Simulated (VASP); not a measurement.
Set up this calculation in VASP 6.6.1, as the native input.

* Task: relaxation of cell and atoms
* Functional: PBE
* Potentials or basis: VASP PAW PBE potentials, release 64 (Bi_d, S)
* Cutoff: 600 eV
* k mesh: 3 × 3 × 4
* Occupations: gaussian, width 0.1 eV
* Spin: no spin polarisation
* Dipole correction: no
* Further INCAR settings: ALGO = Normal; EDIFF = 1e-06; IBRION = 2; EDIFFG = -0.04; NSW = 90; ISIF = 3

The structure of Bi2S lies in POSCAR:

```
Bi2S
1.0
    6.6835234000      0.0000000000      0.0000000000
   -3.3417617000      5.7881010500      0.0000000000
    0.0000000000      0.0000000000      5.4502508000
Bi S
4 2
Direct
    0.5000000000      0.0000000000      0.0000000000
    0.0000000000      0.5000000000      0.0000000000
    0.5000000000      0.5000000000      0.0000000000
    0.0000000000      0.0000000000      0.0000000000
    0.3333333300      0.6666666700      0.5644083000
    0.6666666700      0.3333333300      0.4355917000
```

The cell was built from a structure type or drawn by symmetry, and may not be a known phase.

The input as run:

INCAR

```
SYSTEM = Bi2S
PREC     = Accurate       ! precision mode
ENCUT    = 600            ! plane-wave cutoff, eV
EDIFF    = 1E-6           ! SCF threshold, eV
ISMEAR   = 0              ! smearing method
SIGMA    = 0.1            ! smearing width, eV
LREAL    = .FALSE.        ! projectors in reciprocal space
LASPH    = .TRUE.         ! aspherical terms in the spheres
NELM     = 80             ! most SCF steps
ALGO     = Normal         ! electronic algorithm
ISIF     = 3              ! what is computed and relaxed
LWAVE    = .FALSE.        ! write WAVECAR
LCHARG   = .FALSE.        ! write CHGCAR
GGA      = PE             ! functional
IBRION   = 2              ! ionic algorithm
NSW      = 90             ! ionic steps
EDIFFG   = -0.04          ! ionic threshold
```

KPOINTS

```
Automatic mesh
0
G
  3 3 4
  0 0 0
```

Potentials or basis: VASP PAW PBE potentials, release 64 (Bi_d, S).

Run with:

```console
$ cat potpaw_PBE.64/Bi_d/POTCAR potpaw_PBE.64/S/POTCAR > POTCAR
$ mpirun -np 1 vasp_std > vasp.out
```

It gave:

The relaxed volume is 30.53 Å³/atom and the relaxed cell is a = 6.927 Å, b = 6.927 Å, c = 4.408 Å, α = 90.00°, β = 90.00°, γ = 120.00°. The space group after relaxing (to 0.1 Å) is P6/mmm (No. 191), the energy gained by relaxing is 245.4 meV/atom and the ionic steps are 15. The pressure after relaxing is 0.0 GPa. The largest force after relaxing is 0.020 eV/Å and the band gap on the k mesh is zero (bands 36 and 37 overlap by 1.44 eV).

Caveat: the k points lie up to 0.36 Å⁻¹ apart in the final cell, too coarse for converged energies and pressures of a metal; a cell axis changed by over 15 % at a fixed basis, so the end point is rough; spin-orbit coupling is left out, which moves the levels of the heavy elements.

Wall time 12 min on 1 thread of Intel(R) Xeon(R) 6975P-C (Granite Rapids), on a shared host, peak memory 0.43 GiB.
